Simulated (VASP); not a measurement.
Here is a VASP 6.6.1 calculation.

File INCAR:

```
SYSTEM = Ti
PREC = Accurate
ENCUT = 520
EDIFF = 1E-7
ISMEAR = 0
SIGMA = 0.15
LREAL = .FALSE.
LASPH = .TRUE.
NELM = 150
ALGO = Normal
ISIF = 2
LWAVE = .FALSE.
LCHARG = .FALSE.
ISPIN = 2
MAGMOM = 0.625
LORBIT = 11
NUPDOWN = 0.625
LMAXMIX = 4
NBANDS = 16
```

Contents of KPOINTS:

```
Automatic mesh
0
G
  22 22 22
  0 0 0
```

Contents of POSCAR:

```
Ti
1.0
    0.0000000000      1.8724558086      1.8724558086
    1.8724558086      0.0000000000      1.8724558086
    1.8724558086      1.8724558086      0.0000000000
Ti
1
Direct
    0.0000000000      0.0000000000      0.0000000000
```

Potentials or basis: VASP PAW LDA potentials, release 64 (Ti_sv).

Launch:

```sh
$ cat potpaw_LDA.64/Ti_sv/POTCAR > POTCAR
$ mpirun -np 1 vasp_std > vasp.out
```

(1) What does it give for the pressure?

Results:

(1) 35.8 GPa.

Caveat: the cell stands under pressure; the total moment is fixed, so each spin has its own Fermi level.
